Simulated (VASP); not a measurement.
Here is a VASP 6.6.1 calculation.

The input INCAR:

```
PREC = Accurate
ENCUT = 600
EDIFF = 1E-6
ISMEAR = -1
SIGMA = 0.02
LREAL = False
LASPH = True
NELM = 100
ALGO = Normal
ISIF = 3
LWAVE = False
LCHARG = False
GGA = PE
IBRION = 2
NSW = 80
EDIFFG = -0.005
```

KPOINTS

```
Automatic mesh
0
Gamma
  6 6 6
```

POSCAR

```
ZnCu2SnS4
1.0
   -2.6523760042      2.6523760042      5.3047520083
    2.6523760042     -2.6523760042      5.3047520083
    2.6523760042      2.6523760042     -5.3047520083
Cu Zn Sn S
2 1 1 4
Direct
    0.0000000000      0.0000000000      0.0000000000
    0.7500000000      0.2500000000      0.5000000000
    0.2500000000      0.7500000000      0.5000000000
    0.5000000000      0.5000000000      0.0000000000
    0.1170000000      0.6170000000      0.9900000000
    0.3830000000      0.3730000000      0.5000000000
    0.6270000000      0.1270000000      0.0100000000
    0.8730000000      0.8830000000      0.5000000000
```

Potentials or basis: VASP PAW PBE potentials, release 64 (Cu, Zn, Sn_d, S).

The run is started by

```console
$ cat potpaw_PBE.64/Cu/POTCAR potpaw_PBE.64/Zn/POTCAR potpaw_PBE.64/Sn_d/POTCAR potpaw_PBE.64/S/POTCAR > POTCAR
$ mpirun -np 1 vasp_std > vasp.out
```

(1) Predict the relaxed volume.

(2) Predict the band gap on the k mesh.

(3) Estimate the space group after relaxing (to 0.1 Å).

(4) What does it give for the relaxed cell?

## Answers

(1) 20.47 Å³/atom.

(2) 0.08 eV.

(3) I-4 (No. 82).

(4) a = 6.698 Å, b = 6.698 Å, c = 6.698 Å, α = 131.78°, β = 131.78°, γ = 70.58°.

Caveat: spin-orbit coupling is left out, which moves the levels of the heavy elements.
